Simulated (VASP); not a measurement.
# TiGe6Mo2 (Fmmm) in VASP: a series of runs

TiGe6Mo2 is run at these levels: PBE; tasks: relaxation of cell and atoms, single point.

Everything below comes from runs of VASP 6.6.1. Logs are shortened: lines on timing, memory, paths and dates and some standing lists are left out, and cuts for length are marked.

## (1) The cell of the first run

The structure is orthorhombic, space group Fmmm (No. 69). Conventional cell: a = 5.025 Å, b = 8.762 Å, c = 15.076 Å, α = 90.00°, β = 90.00°, γ = 90.00°. Within 3.8 Å of Ti (site symmetry mmm) lie 10 Ge at 2.88 to 2.96 Å and 4 Mo at 3.55 Å. Within 3.7 Å of Ge (site symmetry m2m) lie 9 Ge at 2.83 to 3.55 Å and 3 Ti at 2.88 to 2.96 Å and 2 Mo at 2.88 Å. Within 3.7 Å of Ge (site symmetry m) lie 9 Ge at 2.83 to 3.55 Å and 4 Mo at 2.88 to 2.96 Å and 1 Ti at 2.88 Å. Within 3.8 Å of Mo (site symmetry mm2) lie 10 Ge at 2.88 to 2.96 Å and 2 Mo at 3.55 Å and 2 Ti at 3.55 Å.

## (2) Relaxation of cell and atoms, PBE

INCAR

```
ALGO = Normal
EDIFF = 1E-7
EDIFFG = -0.04
ENCUT = 600
GGA = PE
IBRION = 2
ISIF = 3
ISMEAR = 0
LASPH = T
LCHARG = F
LREAL = F
LWAVE = F
NELM = 100
NSW = 90
PREC = Accurate
SIGMA = 0.1
```

KPOINTS

```
k-points
0
Gamma
  4 4 4
```

POSCAR

```
TiGe6Mo2
1.0
    0.0000000000      4.3807937100      7.5380756300
    2.5126918800      0.0000000000      7.5380756300
    2.5126918800      4.3807937100      0.0000000000
Ti Ge Mo
1 6 2
Direct
    0.0000000000      0.0000000000      0.0000000000
    0.6616742600      0.3383257400      0.6616742600
    0.9950075900      0.6716590700      0.3283409300
    0.3283409300      0.0049924100      0.9950075900
    0.3383257400      0.6616742600      0.3383257400
    0.6716590700      0.9950075900      0.0049924100
    0.0049924100      0.3283409300      0.6716590700
    0.3333333300      0.3333333300      0.6666666700
    0.6666666700      0.6666666700      0.3333333300
```

Potentials or basis: VASP PAW PBE potentials, release 64 (Ti_sv, Ge_d, Mo_sv).

Launch:

```
$ cat potpaw_PBE.64/Ti_sv/POTCAR potpaw_PBE.64/Ge_d/POTCAR potpaw_PBE.64/Mo_sv/POTCAR > POTCAR
$ mpirun -np 1 vasp_std > vasp.out
```

OUTCAR:

```text
EDIFF = 1E-7
   EDIFFG = -0.04
   ENCUT = 600
   GGA = PE
   IBRION = 2
   ISIF = 3
   ISMEAR = 0
   LASPH = T
   LREAL = F
   NELM = 100
   NSW = 90
   PREC = Accurate

 ion  position               nearest neighbor table
   1  0.000  0.000  0.000-   2 2.88   2 2.88   5 2.88   5 2.88   6 2.88   7 2.88   3 2.88   4 2.88

   2  0.662  0.338  0.662-   5 2.83   1 2.88   1 2.88   8 2.88   9 2.88
   3  0.995  0.672  0.328-   6 2.83   9 2.88   8 2.88   8 2.88   1 2.88   8 2.96
   4  0.328  0.005  0.995-   7 2.83   8 2.88   9 2.88   9 2.88   1 2.88   9 2.96
   5  0.338  0.662  0.338-   2 2.83   1 2.88   1 2.88   8 2.88   9 2.88
   6  0.672  0.995  0.005-   3 2.83   9 2.88   8 2.88   8 2.88   1 2.88   8 2.96
   7  0.005  0.328  0.672-   4 2.83   8 2.88   9 2.88   9 2.88   1 2.88   9 2.96
   8  0.333  0.333  0.667-   4 2.88   7 2.88   3 2.88   3 2.88   6 2.88   6 2.88   5 2.88   2 2.88
                             6 2.96   3 2.96
   9  0.667  0.667  0.333-   3 2.88   6 2.88   4 2.88   4 2.88   7 2.88   7 2.88   5 2.88   2 2.88
                             4 2.96   7 2.96

  LATTYP: Found a face centered orthorhombic cell.
 ALAT       =     5.0253837600
 B/A-ratio  =     1.7434663378
 C/A-ratio  =     2.9999999960

  Lattice vectors:

 A1 = (   0.0000000000,   4.3807937100,   7.5380756300)
 A2 = (   2.5126918800,   0.0000000000,   7.5380756300)
 A3 = (   2.5126918800,   4.3807937100,   0.0000000000)

Analysis of symmetry for initial positions (statically):
=====================================================================
 Subroutine PRICEL returns:
 Original cell was already a primitive cell.

 Routine SETGRP: Setting up the symmetry group for a
 face centered orthorhombic supercell.

 Subroutine GETGRP returns: Found  8 space group operations
 (whereof  8 operations were pure point group operations)
 out of a pool of  8 trial point group operations.

The static configuration has the point symmetry D_2h.

Analysis of symmetry for dynamics (positions and initial velocities):
=====================================================================
 Subroutine PRICEL returns:
 Original cell was already a primitive cell.

 Routine SETGRP: Setting up the symmetry group for a
 face centered orthorhombic supercell.

 Subroutine GETGRP returns: Found  8 space group operations
 (whereof  8 operations were pure point group operations)
 out of a pool of  8 trial point group operations.

The dynamic configuration has the point symmetry D_2h.

 Subroutine INISYM returns: Found  8 space group operations
 (whereof  8 operations are pure point group operations),
 and found     1 'primitive' translations

----------------------------------------------------------------------------------------

                                     Primitive cell

  volume of cell :     165.9520

  direct lattice vectors                    reciprocal lattice vectors
     0.000000000  4.380793710  7.538075630    -0.198989778  0.114134569  0.066329926
     2.512691880  0.000000000  7.538075630     0.198989778 -0.114134569  0.066329926
     2.512691880  4.380793710  0.000000000     0.198989778  0.114134569 -0.066329926

  length of vectors
     8.718597234  7.945829390  5.050244946     0.238795500  0.238795500  0.238795500

  position of ions in fractional coordinates (direct lattice)
     0.000000000  0.000000000  0.000000000
     0.661674260  0.338325740  0.661674260
     0.995007590  0.671659070  0.328340930
     0.328340930  0.004992410  0.995007590
     0.338325740  0.661674260  0.338325740
     0.671659070  0.995007590  0.004992410
     0.004992410  0.328340930  0.671659070
     0.333333330  0.333333330  0.666666670
     0.666666670  0.666666670  0.333333330

  ion indices of the primitive-cell ions
   primitive index   ion index
                 1           1
                 2           2
                 3           3
                 4           4
                 5           5
                 6           6
                 7           7
                 8           8
                 9           9

----------------------------------------------------------------------------------------

 KPOINTS: k-points

Automatic generation of k-mesh.
 Grid dimensions read from file:
 generate k-points for:    4    4    4

 Generating k-lattice:

  Cartesian coordinates                     Fractional coordinates (reciprocal lattice)
    -0.049747445  0.028533642  0.016582482     0.250000000  0.000000000  0.000000000
     0.049747445 -0.028533642  0.016582482     0.000000000  0.250000000  0.000000000
     0.049747445  0.028533642 -0.016582482     0.000000000  0.000000000  0.250000000

  Length of vectors
     0.059698875  0.059698875  0.059698875

  Shift w.r.t. Gamma in fractional coordinates (k-lattice)
     0.000000000  0.000000000  0.000000000

 Subroutine IBZKPT returns following result:
 ===========================================

 Found     18 irreducible k-points:

 Following reciprocal coordinates:
            Coordinates               Weight
  0.000000  0.000000  0.000000      1.000000
  0.250000 -0.000000 -0.000000      8.000000
  0.500000 -0.000000 -0.000000      4.000000
  0.250000  0.250000  0.000000      2.000000
  0.500000  0.250000 -0.000000      8.000000
 -0.250000  0.250000  0.000000      4.000000
[... 10 lines left out ...]
 -0.250000  0.250000  0.500000      2.000000
  0.000000  0.500000  0.500000      1.000000
   k-points           NKPTS =     18   k-points in BZ     NKDIM =     18   number of bands    NBANDS=     74
   number of dos      NEDOS =    301   number of ions     NIONS =      9
   total plane-waves  NPLWV = 179200
   dimension x,y,z NGX =    70 NGY =   64 NGZ =   40
   dimension x,y,z NGXF=   140 NGYF=  128 NGZF=   80
   ions per type =               1   6   2
   NGX,Y,Z   is equivalent  to a cutoff of  13.35, 13.39, 13.17 a.u.
   NGXF,Y,Z  is equivalent  to a cutoff of  26.70, 26.78, 26.33 a.u.
 SYSTEM =  unknown system
   PREC   = accura    normal or accurate (medium, high low for compatibility)
   ISTART =      0    job   : 0-new  1-cont  2-samecut
   ICHARG =      2    charge: 1-file 2-atom 10-const
   ISPIN  =      1    spin polarized calculation?
   LNONCOLLINEAR =      F non collinear calculations
   LSORBIT =      F    spin-orbit coupling
   LASPH  =      T    aspherical Exc in radial PAW
   ENCUT  =  600.0 eV  44.10 Ry    6.64 a.u.  17.41 15.87 10.09*2*pi/ulx,y,z
   NELM   =    100;   NELMIN=  2; NELMDL= -5     # of ELM steps
   EDIFF  = 0.1E-06   stopping-criterion for ELM
   LREAL  =      F    real-space projection
   EDIFFG = -.4E-01   stopping-criterion for IOM
   NSW    =     90    number of steps for IOM
   IBRION =      2    ionic relax: 0-MD 1-quasi-New 2-CG
   NFREE  =      1    steps in history (QN), initial steepest desc. (CG)
   ISIF   =      3    stress and relaxation
   ISYM   =      2    0-nonsym 1-usesym 2-fastsym
   POTIM  = 0.5000    time-step for ionic-motion
   TEBEG  =    0.0;   TEEND  =   0.0 temperature during run
   PSTRESS=    0.0 pullay stress
   NELECT =     124.0000    total number of electrons
   NUPDOWN=      -1.0000    fix difference up-down
   EMIN   =  10.00;   EMAX   =-10.00  energy-range for DOS
   EFERMI =   0.00;   METHOD = LEGACY
   ISMEAR =     0;   SIGMA  =   0.10  broadening in eV -4-tet -1-fermi 0-gaus
   EFERMI_NEDOS =   21; number of points for ismear=-14 and -15
   IALGO  =     38    algorithm
   IMIX   =      4    mixing-type and parameters
     AMIX     =   0.40;   BMIX     =  1.00
     AMIX_MAG =   1.60;   BMIX_MAG =  1.00
  volume/ion in A,a.u.               =      18.44       124.43
  Fermi-wavevector in a.u.,A,eV,Ry     =   1.485552  2.807286 30.026221  2.206865
  Thomas-Fermi vector in A             =   2.598949
   LORBIT       =      0    0 simple, 1 ext, 2 COOP (PROOUT), +10 PAW based schemes
   GGA     = PE    functional components
   LHFCALC =     F    Hartree Fock is set to
   AEXX    =    0.0000 exact exchange contribution
   IVDW    =     0    specifies the selected vdW correction
   LEPSILON=     F    determine dielectric tensor
   LRPA    =     F    only Hartree local field effects (RPA)
 conjugate gradient relaxation of ions
 non-spin polarized calculation
 Gauss-broadening in eV      SIGMA  =   0.10
  energy-cutoff  :      600.00
  volume of cell :      165.95
 maximum number of plane-waves:      5570
 NGX is ok and might be reduce to    70
   NGX = 35   NGY = 31   NGZ = 21

--------------------------------------- Ionic step        1  -------------------------------------------

 number of electron     124.0000005 magnetization

 Free energy of the ion-electron system (eV)
  ---------------------------------------------------
  ext. energy  EPLUGINS =         0.00000000
  ---------------------------------------------------
  free energy    TOTEN  =       -57.10094636 eV

  energy without entropy =      -57.06099520  energy(sigma->0) =      -57.08097078

------------------------ aborting loop because EDIFF is reached ----------------------------------------

  FORCE on cell =-STRESS in cart. coord.  units (eV):
  Direction    XX          YY          ZZ          XY          YZ          ZX
  --------------------------------------------------------------------------------------
  -------------------------------------------------------------------------------------
  Total      -16.3468702    -16.5260271    -17.1286598      0.0000000      0.0000000      0.0000000
  in kB     -157.8202293   -159.5498929   -165.3679872      0.0000000      0.0000000      0.0000000
  external PRESSURE =    -160.9127031 kB  Pullay stress =       0.0000000 kB
[... 28 lines left out ...]
  energy  without entropy=      -57.0609951991  energy(sigma->0) =      -57.08097078

--------------------------------------- Ionic step        2  -------------------------------------------

 number of electron     123.9999997 magnetization

 E-fermi :  11.0544     XC(G=0): -13.1326

 val. band max:       11.0207309249   @ k =  -0.2500   0.2500   0.5000
 cond. band min:      11.0551854616   @ k =  -0.2500   0.0000   0.2500
 fundamental gap:      0.0344545366
 Fermi energy:        11.0544096082

 k-point     1 :       0.0000    0.0000    0.0000
  band No.  band energies     occupation
      1     -49.6854      2.00000
      2     -49.6693      2.00000
      3     -45.2996      2.00000
      4     -23.9347      2.00000
      5     -23.9191      2.00000
      6     -23.8753      2.00000
[... 1587 lines left out ...]
  energy  without entropy=      -58.5412492416  energy(sigma->0) =      -58.55667316

--------------------------------------- Ionic step        7  -------------------------------------------

 number of electron     123.9999992 magnetization

 Free energy of the ion-electron system (eV)
  ---------------------------------------------------
  ext. energy  EPLUGINS =         0.00000000
  ---------------------------------------------------
  free energy    TOTEN  =       -58.57253147 eV

  energy without entropy =      -58.54134748  energy(sigma->0) =      -58.55693948

 E-fermi :   9.4723     XC(G=0): -12.4811

 val. band max:        9.4533011742   @ k =  -0.2500   0.0000   0.2500
 cond. band min:       9.5014046297   @ k =  -0.2500   0.2500   0.5000
 fundamental gap:      0.0481034556
 Fermi energy:         9.4723316705

 k-point     1 :       0.0000    0.0000    0.0000
  band No.  band energies     occupation
      1     -51.4046      2.00000
      2     -51.3955      2.00000
      3     -47.2310      2.00000
      4     -25.5618      2.00000
      5     -25.5359      2.00000
      6     -25.5351      2.00000
[... 1411 lines left out ...]
  FREE ENERGIE OF THE ION-ELECTRON SYSTEM (eV)
  ---------------------------------------------------
  free  energy   TOTEN  =       -58.5725314732 eV

  energy  without entropy=      -58.5413474769  energy(sigma->0) =      -58.55693948

 reached required accuracy - stopping structural energy minimisation
```

Run time: 27 min. Hardware: 1 thread of Intel Xeon 6975P-C (Granite Rapids), shared host; peak memory 0.56 GiB.

What came out:

| Quantity | Value |
| --- | --- |
| Free energy | -58.5725 eV |
| Relaxed volume | 15.68 Å³/atom |
| Relaxed cell | a = 8.241 Å, b = 7.496 Å, c = 4.802 Å, α = 80.95°, β = 63.92°, γ = 35.13° |
| Space group after relaxing (to 0.1 Å) | Fmmm (No. 69) |
| Energy gained by relaxing | 163.5 meV/atom |
| Ionic steps | 7 |
| Pressure after relaxing | -0.1 GPa |
| Largest force after relaxing | 0.019 eV/Å |
| Band gap on the k mesh | zero (bands 62 and 63 overlap by 0.84 eV) |

Forces on the atoms (eV/Å):
```
Ti   0.000  0.000  0.000
Ge   0.000  0.019  0.000
Ge   0.000  0.003 -0.010
Ge   0.000  0.003  0.010
Ge   0.000 -0.019  0.000
Ge   0.000 -0.003 -0.010
Ge   0.000 -0.003  0.010
Mo   0.000  0.000  0.008
Mo   0.000  0.000 -0.008
```

Step by step:
| step | energy change (eV) | largest force (eV/Å) | pressure (GPa) | volume (Å³) |
| --- | --- | --- | --- | --- |
| 1 | 0.0000 | 0.3728 | -16.09 | 165.95 |
| 2 | -0.4246 | 0.7823 | 23.13 | 125.33 |
| 3 | -1.4630 | 0.1625 | -0.44 | 141.62 |
| 4 | -1.4635 | 0.1698 | 0.02 | 141.16 |
| 5 | -1.4711 | 0.0545 | 0.09 | 140.99 |
| 6 | -1.4712 | 0.0455 | 0.07 | 140.97 |
| 7 | -1.4716 | 0.0191 | -0.07 | 141.09 |

Final structure:
```yaml
crystal:
  lattice:
    - [0.00000, 4.17103, 7.10786]
    - [2.37944, 0.00000, 7.10786]
    - [2.37944, 4.17103, 0.00000]
  atoms:
    - { symbol: Ti, position: [0.00000, 0.00000, 0.00000] }
    - { symbol: Ge, position: [0.66167, 0.33833, 0.66167] }
    - { symbol: Ge, position: [0.99456, 0.67059, 0.32941] }
    - { symbol: Ge, position: [0.32941, 0.00544, 0.99456] }
    - { symbol: Ge, position: [0.33833, 0.66167, 0.33833] }
    - { symbol: Ge, position: [0.67059, 0.99456, 0.00544] }
    - { symbol: Ge, position: [0.00544, 0.32941, 0.67059] }
    - { symbol: Mo, position: [0.33339, 0.33339, 0.66661] }
    - { symbol: Mo, position: [0.66661, 0.66661, 0.33339] }
```

Levels at points of the mesh, in eV from the Fermi level:
```tsv
k point	band 60	band 61	band 62	band 63	band 64	band 65
(0.00, 0.00, 0.00)	-1.58	-1.16	-0.88	0.88	2.69	2.74
(0.50, 0.00, 0.00)	-1.32	-0.61	-0.39	0.40	1.37	1.53
(0.50, 0.50, 0.00)	-1.02	-0.96	-0.87	-0.66	1.24	1.75
(0.50, 0.00, 0.50)	-0.80	-0.16	-0.13	0.03	0.32	0.97
(0.00, 0.50, 0.50)	-0.52	-0.03	0.10	0.23	0.29	0.58
```

Caveat: the k points lie up to 0.40 Å⁻¹ apart in the final cell, too coarse for converged energies and pressures of a metal.

## (3) Single point, PBE, collinear spin

This run uses another cell than the first one, of 15.65 Å³/atom.

INCAR

```
SYSTEM = TiGe6Mo2
ALGO = Normal
EDIFF = 1E-7
ENCUT = 520
GGA = PE
ISIF = 2
ISMEAR = 0
ISPIN = 2
LASPH = .True.
LCHARG = .False.
LMAXMIX = 4
LORBIT = 11
LREAL = .False.
LWAVE = .False.
MAGMOM = 1 0 0 0 0 0 0 1 1
NBANDS = 76
NELM = 150
PREC = Accurate
SIGMA = 0.1
```

KPOINTS

```
k-points
0
Gamma
  4 4 4
  0 0 0
```

POSCAR

```
TiGe6Mo2
1.0
    0.0000000000      4.1669169642      7.1043303632
    2.3785702157      0.0000000000      7.1043303632
    2.3785702157      4.1669169642      0.0000000000
Ti Ge Mo
1 6 2
Direct
    0.0000000000      0.0000000000      0.0000000000
    0.6617809270      0.3382190730      0.6617809270
    0.9943385502      0.6704565031      0.3295434969
    0.3295434969      0.0056614498      0.9943385502
    0.3382190730      0.6617809270      0.3382190730
    0.6704565031      0.9943385502      0.0056614498
    0.0056614498      0.3295434969      0.6704565031
    0.3336064792      0.3336064792      0.6663935208
    0.6663935208      0.6663935208      0.3336064792
```

Potentials or basis: VASP PAW PBE potentials, release 64 (Ti_sv, Ge_d, Mo_sv).

Launch:

```
$ cat potpaw_PBE.64/Ti_sv/POTCAR potpaw_PBE.64/Ge_d/POTCAR potpaw_PBE.64/Mo_sv/POTCAR > POTCAR
$ mpirun -np 1 vasp_std > vasp.out
```

It took 27 min on 1 thread of Oxide Virtual Turin-like, shared host; peak memory 0.58 GiB.

Results (log left out):

```yaml
Free_energy: -58.5613 eV
Pressure: 0.2 GPa
Largest_force: 0.025 eV/Å
Band_gap_on_the_k_mesh: zero (filled and empty bands overlap)
Net_moment: 0.00 μB per cell
Valence_electrons_inside_the_program's_atomic_spheres: Ti 10.28; Ge 12.39; Mo 12.39
```

Forces in eV/Å, atoms in the order of the input:
```
Ti   0.000  0.000  0.000
Ge   0.000  0.023  0.000
Ge   0.000  0.009  0.018
Ge   0.000  0.009 -0.018
Ge   0.000 -0.023  0.000
Ge   0.000 -0.009  0.018
Ge   0.000 -0.009 -0.018
Mo   0.000  0.000 -0.025
Mo   0.000  0.000  0.025
```

Levels at points of the mesh, in eV from the Fermi level:
Spin up:
| k point | band 58 | band 59 | band 60 | band 61 | band 62 | band 63 | band 64 | band 65 | band 66 | band 67 |
| --- | --- | --- | --- | --- | --- | --- | --- | --- | --- | --- |
| (0.00, 0.00, 0.00) | -1.71 | -1.65 | -1.58 | -1.17 | -0.88 | 0.88 | 2.69 | 2.74 | 2.85 | 2.90 |
| (0.50, 0.00, 0.00) | -1.63 | -1.61 | -1.33 | -0.62 | -0.39 | 0.40 | 1.38 | 1.53 | 1.65 | 2.01 |
| (0.50, 0.50, 0.00) | -1.39 | -1.32 | -1.02 | -0.96 | -0.87 | -0.66 | 1.25 | 1.75 | 2.17 | 2.19 |
| (0.50, 0.00, 0.50) | -1.41 | -1.30 | -0.81 | -0.16 | -0.13 | 0.04 | 0.33 | 0.97 | 1.06 | 1.12 |
| (0.00, 0.50, 0.50) | -0.99 | -0.90 | -0.53 | -0.04 | 0.11 | 0.23 | 0.29 | 0.56 | 1.06 | 1.42 |
Spin down:
| k point | band 58 | band 59 | band 60 | band 61 | band 62 | band 63 | band 64 | band 65 | band 66 | band 67 |
| --- | --- | --- | --- | --- | --- | --- | --- | --- | --- | --- |
| (0.00, 0.00, 0.00) | -1.71 | -1.65 | -1.58 | -1.17 | -0.88 | 0.88 | 2.69 | 2.74 | 2.85 | 2.90 |
| (0.50, 0.00, 0.00) | -1.63 | -1.61 | -1.33 | -0.62 | -0.39 | 0.40 | 1.38 | 1.53 | 1.65 | 2.01 |
| (0.50, 0.50, 0.00) | -1.39 | -1.32 | -1.02 | -0.96 | -0.87 | -0.66 | 1.25 | 1.75 | 2.17 | 2.19 |
| (0.50, 0.00, 0.50) | -1.41 | -1.30 | -0.81 | -0.16 | -0.13 | 0.04 | 0.33 | 0.97 | 1.06 | 1.12 |
| (0.00, 0.50, 0.50) | -0.99 | -0.90 | -0.53 | -0.04 | 0.11 | 0.23 | 0.29 | 0.56 | 1.06 | 1.42 |

Caveat: the k points lie up to 0.40 Å⁻¹ apart, too coarse for converged energies and pressures of a metal.
